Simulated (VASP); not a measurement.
Sn3Ge13:

```
Ge Sn
1.0
    11.67947    0.00000    0.00000
     0.00000   11.67947    0.00000
     0.00000    0.00000   11.67947
Ge Sn
52 12
Direct
  0.00050 0.99961 0.00268
  0.00005 0.50105 0.00033
  0.00228 0.49639 0.50081
  0.49932 0.00102 0.99867
  0.49890 0.99996 0.50269
  0.50487 0.49964 0.99863
  0.49880 0.50108 0.49930
  0.12683 0.12606 0.62718
  0.13053 0.62000 0.12461
  0.62486 0.12508 0.12436
  0.62640 0.12667 0.62521
  0.62774 0.62387 0.12541
  0.25043 0.25012 0.99986
  0.25104 0.24971 0.49874
  0.25094 0.74575 0.99868
  0.24744 0.75165 0.49689
  0.75078 0.24747 0.00279
  0.75052 0.24815 0.50071
  0.75050 0.75086 0.99909
  0.74819 0.75070 0.49995
  0.37693 0.37298 0.12173
  0.87378 0.37496 0.12406
  0.87518 0.87515 0.12484
  0.87780 0.87720 0.62539
  0.24932 0.00067 0.25023
  0.24788 0.99992 0.75059
  0.25263 0.49874 0.25057
  0.25178 0.50174 0.75048
  0.75049 0.99911 0.24871
  0.74665 0.00017 0.75339
  0.75043 0.50074 0.25051
  0.75306 0.49862 0.74821
  0.37424 0.12497 0.87453
  0.37480 0.62310 0.87691
  0.87302 0.12924 0.37443
  0.87457 0.12605 0.87509
  0.87531 0.62445 0.37266
  0.87179 0.62467 0.87482
  0.99645 0.25214 0.25041
  0.00078 0.25013 0.74844
  0.99975 0.75163 0.75152
  0.50169 0.25056 0.25087
  0.49930 0.25215 0.75031
  0.49924 0.75177 0.24941
  0.49664 0.75227 0.74798
  0.12266 0.37548 0.37386
  0.12704 0.37485 0.87341
  0.12450 0.87612 0.37371
  0.62585 0.37477 0.37470
  0.62337 0.37569 0.87441
  0.63001 0.87631 0.37515
  0.62406 0.87420 0.87691
  0.99776 0.00456 0.50016
  0.12456 0.12167 0.12384
  0.12577 0.62541 0.62345
  0.62505 0.62420 0.62607
  0.37256 0.37375 0.62493
  0.37405 0.87331 0.12724
  0.37155 0.87300 0.62294
  0.87299 0.36861 0.62589
  0.37681 0.12288 0.37550
  0.37485 0.62623 0.37620
  0.00226 0.74668 0.25288
  0.12677 0.87387 0.87825
```

| Quantity | Value |
| --- | --- |
| Program | VASP 6.6.1 |
| Task | relaxation of volume and atoms at fixed shape |
| Functional | PBEsol |
| Potentials or basis | VASP PAW PBE potentials, release 64 (Ge_d, Sn_d) |
| Cutoff | 550 eV |
| k mesh | 1 × 1 × 1, shifted |
| Occupations | fermi-dirac, width 0.05 eV |
| Spin | no spin polarisation |

At the start: pressure 0.7 GPa; volume 24.89 Å³/atom.

Problem. How do energy, volume and symmetry change on relaxing?

Solution. Over 17 steps the energy falls by 45.7 meV/atom and the volume is 24.87 Å³/atom (-0.1 %); space group P1 (No. 1, to 0.1 Å) before and after.

The path:
```csv
step,energy change (eV),largest force (eV/Å),pressure (GPa),volume (Å³)
1,0.0000,1.8636,0.72,1593.20
2,-2.0212,0.7179,-0.72,1619.13
3,-2.2267,0.5407,-1.20,1630.74
4,-2.6457,0.4142,0.26,1587.85
5,-2.6566,0.4281,0.60,1579.09
6,-2.8296,0.2516,0.20,1587.72
7,-2.8547,0.3411,0.01,1592.24
8,-2.8970,0.0979,-0.08,1594.30
9,-2.9009,0.1040,-0.11,1595.10
10,-2.9112,0.0698,0.07,1590.42
11,-2.9118,0.0678,0.20,1586.90
12,-2.9123,0.0680,0.15,1588.16
13,-2.9193,0.0494,0.00,1592.19
14,-2.9195,0.0533,-0.02,1592.78
15,-2.9224,0.0349,-0.01,1592.69
16,-2.9233,0.0502,-0.01,1592.60
17,-2.9253,0.0248,0.01,1591.86
```

Final structure:
```
Ge Sn
1.0
    11.67621    0.00000    0.00000
     0.00000   11.67621    0.00000
     0.00000    0.00000   11.67621
Ge Sn
52 12
Cartesian
  11.5028 0.0022 11.6740
  11.6550 5.8057 11.6650
  11.6461 5.8070 5.7060
  5.9058 0.0832 11.6169
  6.0126 11.6674 5.8387
  5.8754 5.8297 0.0301
  5.9124 5.7453 5.7640
  1.4973 1.5564 7.3991
  1.4955 7.1443 1.3799
  7.3236 1.4952 1.4210
  7.3437 1.4356 7.3143
  7.3568 7.2868 1.4493
  3.0119 2.9799 11.6253
  2.7737 2.9499 5.8323
  2.9271 8.5869 11.6712
  2.8883 8.8056 5.7852
  8.7807 2.9269 0.0093
  8.6487 2.8560 5.7622
  8.7315 8.7585 0.0004
  8.8146 8.7961 5.7943
  4.4255 4.3765 1.4175
  10.1948 4.4191 1.4478
  10.0972 10.2632 1.4104
  10.1162 10.1881 7.3555
  2.8845 11.6226 2.9475
  2.9542 0.1626 8.7989
  2.8769 5.6945 2.8178
  2.9261 5.8569 8.8916
  8.7247 0.0345 2.8650
  8.7387 11.6715 8.7687
  8.7520 5.8306 2.8972
  8.7731 5.8104 8.9181
  4.4528 1.5134 10.2276
  4.4214 7.2470 10.2891
  10.1123 1.5211 4.3004
  10.1833 1.4636 10.2223
  10.1589 7.2520 4.3802
  10.1876 7.2882 10.2977
  11.5560 3.0104 2.9445
  0.0655 2.8720 8.8773
  11.4750 8.7269 8.7717
  5.9032 2.9785 2.8115
  5.9515 2.8553 8.8114
  6.0336 8.7677 2.9116
  5.8176 8.7561 8.9261
  1.4018 4.3665 4.3218
  1.4729 4.3891 10.2666
  1.5067 10.2341 4.3846
  7.3171 4.3544 4.3047
  7.3176 4.3595 10.2862
  7.4102 10.2449 4.3640
  7.3147 10.2431 10.2424
  11.6473 0.0528 5.8830
  1.4113 1.4998 1.4530
  1.3973 7.2962 7.3016
  7.3119 7.3014 7.3426
  4.3894 4.3442 7.3318
  4.4300 10.1918 1.4273
  4.4092 10.2533 7.3261
  10.2156 4.3150 7.3065
  4.4149 1.4891 4.3806
  4.3963 7.2692 4.3004
  0.0014 8.7335 2.8533
  1.4198 10.2018 10.2184
```

Caveat: the PAW data sets were made with another functional, which shifts forces and pressure a little.
